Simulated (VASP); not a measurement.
# P (P6_3/mmc) in VASP: single point with PBEsol

Aim: the single point of P with PBEsol.

All numbers are computed with VASP 6.6.1; they aren't measurements. Logs are shortened: lines on timing, memory, paths and dates and some standing lists are left out, and cuts for length are marked.

## Step 1: The cell of the first run

The structure is hexagonal, space group P6_3/mmc (No. 194). The conventional cell has a = 3.837 Å, b = 3.837 Å, c = 9.999 Å, α = 90.00°, β = 90.00°, γ = 120.00°. Within 5.0 Å of P (site symmetry -6m2) lie 6 P at 3.84 Å.

This isn't the form of P at room conditions, which is orthorhombic.

## Step 2: Single point, PBEsol (Bi replaced by P, lengths x 0.834, strained)

File INCAR:

```
ALGO = Normal ; EDIFF = 1E-6
ENCUT = 500 ; GGA = PS
GGA_COMPAT = False ; ISIF = 2
ISMEAR = 0 ; LASPH = True
LCHARG = True ; LELF = True
LREAL = False ; LVHAR = True
LWAVE = False ; NBANDS = 12
NELM = 120 ; PREC = Accurate
SIGMA = 0.1
```

File KPOINTS:

```
k-points
0
Gamma
  6 6 2
```

File POSCAR:

```
P
1.0
    3.8369229451      0.0000000000      0.0000000000
   -1.9184614726      3.3228727429      0.0000000000
    0.0000000000      0.0000000000      9.9993299231
P
2
Direct
    0.3333333333      0.6666666667      0.2500000000
    0.6666666667      0.3333333333      0.7500000000
```

Potentials or basis: VASP PAW PBE potentials, release 64 (P).

Command:

```bash
> cat potpaw_PBE.64/P/POTCAR > POTCAR
> mpirun -np 1 vasp_std > vasp.out
```

OUTCAR:

```text
EDIFF = 1E-6
   ENCUT = 500
   GGA = PS
   ISIF = 2
   ISMEAR = 0
   LASPH = True
   LREAL = False
   NELM = 120
   PREC = Accurate

 ion  position               nearest neighbor table
   1  0.333  0.667  0.250-
   2  0.667  0.333  0.750-

  LATTYP: Found a hexagonal cell.
 ALAT       =     3.8369229451
 C/A-ratio  =     2.6060804624

  Lattice vectors:

 A1 = (   3.8369229451,   0.0000000000,   0.0000000000)
 A2 = (  -1.9184614726,   3.3228727429,   0.0000000000)
 A3 = (   0.0000000000,   0.0000000000,   9.9993299231)

Analysis of symmetry for initial positions (statically):
=====================================================================
 Subroutine PRICEL returns:
 Original cell was already a primitive cell.

 Routine SETGRP: Setting up the symmetry group for a
 hexagonal supercell.

 Subroutine GETGRP returns: Found 24 space group operations
 (whereof 12 operations were pure point group operations)
 out of a pool of 24 trial point group operations.

The static configuration has the point symmetry D_3d.
 The point group associated with its full space group is D_6h.

Analysis of symmetry for dynamics (positions and initial velocities):
=====================================================================
 Subroutine PRICEL returns:
 Original cell was already a primitive cell.

 Routine SETGRP: Setting up the symmetry group for a
 hexagonal supercell.

 Subroutine GETGRP returns: Found 24 space group operations
 (whereof 12 operations were pure point group operations)
 out of a pool of 24 trial point group operations.

The dynamic configuration has the point symmetry D_3d.
 The point group associated with its full space group is D_6h.

 Subroutine INISYM returns: Found 24 space group operations
 (whereof 12 operations are pure point group operations),
 and found     1 'primitive' translations

----------------------------------------------------------------------------------------

                                     Primitive cell

  volume of cell :     127.4875

  direct lattice vectors                    reciprocal lattice vectors
     3.836922945  0.000000000  0.000000000     0.260625510  0.150472208  0.000000000
    -1.918461473  3.322872743  0.000000000     0.000000000  0.300944417  0.000000000
     0.000000000  0.000000000  9.999329923     0.000000000  0.000000000  0.100006701

  length of vectors
     3.836922945  3.836922945  9.999329923     0.300944417  0.300944417  0.100006701

  position of ions in fractional coordinates (direct lattice)
     0.333333333  0.666666667  0.250000000
     0.666666667  0.333333333  0.750000000

  ion indices of the primitive-cell ions
   primitive index   ion index
                 1           1
                 2           2

----------------------------------------------------------------------------------------

 KPOINTS: k-points

Automatic generation of k-mesh.
 Grid dimensions read from file:
 generate k-points for:    6    6    2

 Generating k-lattice:

  Cartesian coordinates                     Fractional coordinates (reciprocal lattice)
     0.043437585  0.025078701  0.000000000     0.166666667  0.000000000  0.000000000
     0.000000000  0.050157403  0.000000000     0.000000000  0.166666667  0.000000000
     0.000000000  0.000000000  0.050003351     0.000000000  0.000000000  0.500000000

  Length of vectors
     0.050157403  0.050157403  0.050003351

  Shift w.r.t. Gamma in fractional coordinates (k-lattice)
     0.000000000  0.000000000  0.000000000

 Subroutine IBZKPT returns following result:
 ===========================================

 Found     14 irreducible k-points:

 Following reciprocal coordinates:
            Coordinates               Weight
  0.000000  0.000000  0.000000      1.000000
  0.166667  0.000000  0.000000      6.000000
  0.333333  0.000000  0.000000      6.000000
  0.500000  0.000000  0.000000      3.000000
  0.166667  0.166667  0.000000      6.000000
  0.333333  0.166667  0.000000     12.000000
  0.333333  0.333333  0.000000      2.000000
  0.000000  0.000000  0.500000      1.000000
  0.166667  0.000000  0.500000      6.000000
  0.333333  0.000000  0.500000      6.000000
  0.500000  0.000000  0.500000      3.000000
  0.166667  0.166667  0.500000      6.000000
  0.333333  0.166667  0.500000     12.000000
  0.333333  0.333333  0.500000      2.000000
   k-points           NKPTS =     14   k-points in BZ     NKDIM =     14   number of bands    NBANDS=     12
   number of dos      NEDOS =    301   number of ions     NIONS =      2
   total plane-waves  NPLWV =  62720
   dimension x,y,z NGX =    28 NGY =   28 NGZ =   80
   dimension x,y,z NGXF=    56 NGYF=   56 NGZF=  160
   ions per type =               2
   NGX,Y,Z   is equivalent  to a cutoff of  12.13, 12.13, 13.30 a.u.
   NGXF,Y,Z  is equivalent  to a cutoff of  24.26, 24.26, 26.60 a.u.
 SYSTEM =  unknown system
   PREC   = accura    normal or accurate (medium, high low for compatibility)
   ISTART =      0    job   : 0-new  1-cont  2-samecut
   ICHARG =      2    charge: 1-file 2-atom 10-const
   ISPIN  =      1    spin polarized calculation?
   LNONCOLLINEAR =      F non collinear calculations
   LSORBIT =      F    spin-orbit coupling
   LASPH  =      T    aspherical Exc in radial PAW
   ENCUT  =  500.0 eV  36.75 Ry    6.06 a.u.   7.00  7.00 18.23*2*pi/ulx,y,z
   NELM   =    120;   NELMIN=  2; NELMDL= -5     # of ELM steps
   EDIFF  = 0.1E-05   stopping-criterion for ELM
   LREAL  =      F    real-space projection
   EDIFFG = 0.1E-04   stopping-criterion for IOM
   NSW    =      0    number of steps for IOM
   IBRION =     -1    ionic relax: 0-MD 1-quasi-New 2-CG
   NFREE  =      0    steps in history (QN), initial steepest desc. (CG)
   ISIF   =      2    stress and relaxation
   ISYM   =      2    0-nonsym 1-usesym 2-fastsym
   POTIM  = 0.5000    time-step for ionic-motion
   TEBEG  =    0.0;   TEEND  =   0.0 temperature during run
   PSTRESS=    0.0 pullay stress
   NELECT =      10.0000    total number of electrons
   NUPDOWN=      -1.0000    fix difference up-down
   EMIN   =  10.00;   EMAX   =-10.00  energy-range for DOS
   EFERMI =   0.00;   METHOD = LEGACY
   ISMEAR =     0;   SIGMA  =   0.10  broadening in eV -4-tet -1-fermi 0-gaus
   EFERMI_NEDOS =   21; number of points for ismear=-14 and -15
   IALGO  =     38    algorithm
   IMIX   =      4    mixing-type and parameters
     AMIX     =   0.40;   BMIX     =  1.00
     AMIX_MAG =   1.60;   BMIX_MAG =  1.00
  volume/ion in A,a.u.               =      63.74       430.16
  Fermi-wavevector in a.u.,A,eV,Ry     =   0.700786  1.324294  6.681841  0.491101
  Thomas-Fermi vector in A             =   1.785035
   LORBIT       =      0    0 simple, 1 ext, 2 COOP (PROOUT), +10 PAW based schemes
   GGA     = PS    functional components
   LHFCALC =     F    Hartree Fock is set to
   AEXX    =    0.0000 exact exchange contribution
   IVDW    =     0    specifies the selected vdW correction
   LEPSILON=     F    determine dielectric tensor
   LRPA    =     F    only Hartree local field effects (RPA)
 non-spin polarized calculation
 Gauss-broadening in eV      SIGMA  =   0.10
  energy-cutoff  :      500.00
  volume of cell :      127.49
 maximum number of plane-waves:      3270
 NGX is ok and might be reduce to    28
   NGX = 13   NGY = 13   NGZ = 37

 number of electron      10.0000000 magnetization

 Free energy of the ion-electron system (eV)
  ---------------------------------------------------
  ext. energy  EPLUGINS =         0.00000000
  ---------------------------------------------------
  free energy    TOTEN  =        -3.54801801 eV

  energy without entropy =       -3.48995386  energy(sigma->0) =       -3.51898593

 E-fermi :  -2.2111     XC(G=0):  -5.6894

 val. band max:       -2.2236212544   @ k =   0.3333   0.1667   0.0000
 cond. band min:      -2.1935495732   @ k =   0.5000   0.0000   0.0000
 fundamental gap:      0.0300716813
 Fermi energy:        -2.2110749328

 k-point     1 :       0.0000    0.0000    0.0000
  band No.  band energies     occupation
      1     -11.4996      2.00000
      2     -11.4583      2.00000
      3      -3.2492      2.00000
      4      -2.6357      2.00000
      5      -0.9045      0.00000
      6      -0.9045      0.00000
      7      -0.8939      0.00000
      8      -0.8939      0.00000
      9       2.4034      0.00000
     10       4.8248      0.00000
     11       4.9592      0.00000
     12       5.4059      0.00000

 k-point     2 :       0.1667    0.0000    0.0000
  band No.  band energies     occupation
      1     -11.3367      2.00000
      2     -11.2991      2.00000
      3      -3.0430      2.00000
      4      -2.4871      1.99991
      5      -1.8517      0.00000
      6      -1.8300      0.00000
      7      -1.0997      0.00000
      8      -1.0801      0.00000
      9       2.9125      0.00000
     10       4.8387      0.00000
     11       5.6490      0.00000
     12       6.0534      0.00000

 k-point     3 :       0.3333    0.0000    0.0000
  band No.  band energies     occupation
      1     -10.9644      2.00000
      2     -10.9388      2.00000
      3      -3.3006      2.00000
      4      -3.2625      2.00000
      5      -2.5427      2.00000
      6      -2.1706      0.56741
      7      -1.4397      0.00000
      8      -1.4114      0.00000
      9       3.9527      0.00000
     10       4.3514      0.00000
     11       5.0151      0.00000
     12       5.3842      0.00000
[... 136 lines left out ...]
 k-point    13 :       0.3333    0.1667    0.5000
  band No.  band energies     occupation
      1     -10.7435      2.00000
      2     -10.7435      2.00000
      3      -3.6033      2.00000
      4      -3.6033      2.00000
      5      -2.1726      0.58601
      6      -2.1726      0.58601
      7      -2.0999      0.11581
      8      -2.0999      0.11581
      9       4.3364      0.00000
     10       4.3364      0.00000
     11       5.8619      0.00000
     12       5.8619      0.00000

 k-point    14 :       0.3333    0.3333    0.5000
  band No.  band energies     occupation
      1     -10.6341      2.00000
      2     -10.6341      2.00000
      3      -3.1858      2.00000
      4      -3.1858      2.00000
      5      -3.1809      2.00000
      6      -3.1809      2.00000
      7      -1.9896      0.00174
      8      -1.9896      0.00174
      9       5.0646      0.00000
     10       5.0646      0.00000
     11       5.2467      0.00000
     12       5.2467      0.00000

------------------------ aborting loop because EDIFF is reached ----------------------------------------

  FORCE on cell =-STRESS in cart. coord.  units (eV):
  Direction    XX          YY          ZZ          XY          YZ          ZX
  --------------------------------------------------------------------------------------
  -------------------------------------------------------------------------------------
  Total       -6.9575366     -6.9575366     -0.4559630      0.0000000      0.0000000      0.0000000
  in kB      -87.4376340    -87.4376340     -5.7302362      0.0000000      0.0000000      0.0000000
  external PRESSURE =     -60.2018347 kB  Pullay stress =       0.0000000 kB

 VOLUME and BASIS-vectors are now :
 -----------------------------------------------------------------------------
  energy-cutoff  :      500.00
  volume of cell :      127.49
      direct lattice vectors                 reciprocal lattice vectors
     3.836922945  0.000000000  0.000000000     0.260625510  0.150472208  0.000000000
    -1.918461473  3.322872743  0.000000000     0.000000000  0.300944417  0.000000000
     0.000000000  0.000000000  9.999329923     0.000000000  0.000000000  0.100006701

 POSITION                                       TOTAL-FORCE (eV/Angst)
 -----------------------------------------------------------------------------------
     -0.00000      2.21525      2.49983        -0.000000      0.000000      0.000000
      1.91846      1.10762      7.49950         0.000000     -0.000000      0.000000
 -----------------------------------------------------------------------------------
    total drift:                               -0.000000      0.000000     -0.000000

  FREE ENERGIE OF THE ION-ELECTRON SYSTEM (eV)
  ---------------------------------------------------
  free  energy   TOTEN  =        -3.5480180059 eV

  energy  without entropy=       -3.4899538601  energy(sigma->0) =       -3.51898593
```

Wall time 34 s (1 thread of AMD EPYC 7R43 (Zen 3), shared host); peak memory 0.19 GiB.

Results:

| Property | Result |
| --- | --- |
| Free energy | -3.5480 eV |
| Pressure | -6.0 GPa |
| Band gap on the k mesh | zero (bands 5 and 6 overlap by 2.28 eV) |

Levels at points of the mesh, in eV from the Fermi level:
| k point | band 2 | band 3 | band 4 | band 5 | band 6 | band 7 |
| --- | --- | --- | --- | --- | --- | --- |
| (0.00, 0.00, 0.00) | -9.25 | -1.04 | -0.42 | 1.31 | 1.31 | 1.32 |
| (0.50, 0.00, 0.00) | -8.52 | -1.73 | -1.68 | 0.02 | 0.17 | 0.62 |
| (0.00, 0.00, 0.50) | -9.27 | -0.76 | -0.76 | 1.31 | 1.31 | 1.31 |
| (0.50, 0.00, 0.50) | -8.53 | -1.71 | -1.71 | 0.10 | 0.10 | 0.64 |

Caveat: the cell differs from its parent crystal (Bi replaced by P, lengths x 0.834, strained); the stress differs along the axes, from -9 to -1 GPa; the PAW data sets were made with another functional, which shifts forces and pressure a little; this functional lacks dispersion, which binds layers or chains, so the pressure and a relaxed spacing across them are unreliable.

The gap in the log of VASP goes by the Fermi energy; the results here count the filled bands.